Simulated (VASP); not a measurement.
Here is a VASP 6.6.1 calculation.

POSCAR

```
KCl
1.0
   -0.0287597192      3.5072828304      3.5072828304
    3.5072828304     -0.0287597192      3.5072828304
    3.4785231112      3.4785231112      0.0000000000
K Cl
1 1
Direct
   -0.0018571389     -0.0018571389      0.0018571389
    0.2518571389      0.2518571389      0.2481428611
```

File INCAR.step1:

```
PREC = Accurate ; ENCUT = 520
EDIFF = 1E-5 ; ISMEAR = 0
SIGMA = 0.01 ; LREAL = F
LASPH = T ; NELM = 60
ALGO = Normal ; ISIF = 2
LWAVE = T ; LCHARG = F
NBANDS = 15 ; GGA = PE
```

Contents of INCAR.step2:

```
PREC = Accurate ; ENCUT = 520
EDIFF = 1E-6 ; ISMEAR = 0
SIGMA = 0.01 ; LREAL = F
LASPH = T ; NELM = 60
ALGO = Normal ; ISIF = 2
LWAVE = F ; LCHARG = F
GGA = PE ; LHFCALC = T
HFSCREEN = 0.2079 ; PRECFOCK = Normal
NBANDS = 15 ; ISTART = 1
```

File KPOINTS:

```
Automatic mesh
0
Gamma
  4 4 4
```

Potentials or basis: VASP PAW PBE potentials, release 64 (K_sv, Cl).

Launch:

```console
$ cat potpaw_PBE.64/K_sv/POTCAR potpaw_PBE.64/Cl/POTCAR > POTCAR
$ cp INCAR.step1 INCAR
$ mpirun -np 1 vasp_std > vasp.out
$ cp INCAR.step2 INCAR
$ mpirun -np 1 vasp_std > vasp.out
```

**Question.** Estimate the band gap on the k mesh.

**Answer.** 6.01 eV (least direct gap 6.04 eV).

**Question.** What does it give for the pressure?

**Answer.** 0.2 GPa.

Stress tensor (GPa, compression positive):
```
0.17 0.05 0.00
0.05 0.17 0.00
0.00 0.00 0.17
```

Caveat: the cell differs from its parent crystal (shear xy strain -1.6%); the PAW data sets were made with another functional, which shifts forces and pressure a little. A k mesh can miss the band edges.
